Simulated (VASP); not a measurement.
SrTiO3:

```
Sr Ti O
1.0
     3.90685    0.00000    0.00000
     0.00000    3.90685    0.00000
     0.00000    0.00000    3.80918
Sr Ti O
1 1 3
Direct
  0.00000 0.00000 0.00000
  0.50000 0.50000 0.50000
  0.50000 0.50000 0.00000
  0.50000 0.00000 0.50000
  0.00000 0.50000 0.50000
```

This cell differs from its parent crystal: uniaxial z strain -2.5%.

Base run:

```yaml
Program: VASP 6.6.1
Functional: PBE
Potentials_or_basis: VASP PAW PBE potentials, release 64 (Sr_sv, Ti_sv, O)
Cutoff: 520 eV
k_mesh: 6 × 6 × 6
Occupations: fermi-dirac, width 0.02 eV
Spin: no spin polarisation
```

Its results: band gap on the k mesh 1.85 eV (least direct gap 2.19 eV); pressure 10.0 GPa.

Problem. The run is repeated on the same cell with these changes: functional from PBE to r2SCAN; occupations from fermi-dirac, width 0.02 eV to gaussian, width 0.01 eV. What comes out?

Solution. Band gap on the k mesh 2.28 eV (least direct gap 2.65 eV); pressure 6.3 GPa.

Caveats: the cell stands under pressure; the PAW data sets were made with another functional, which shifts forces and pressure a little (at least some runs).

A k mesh can miss the band edges.
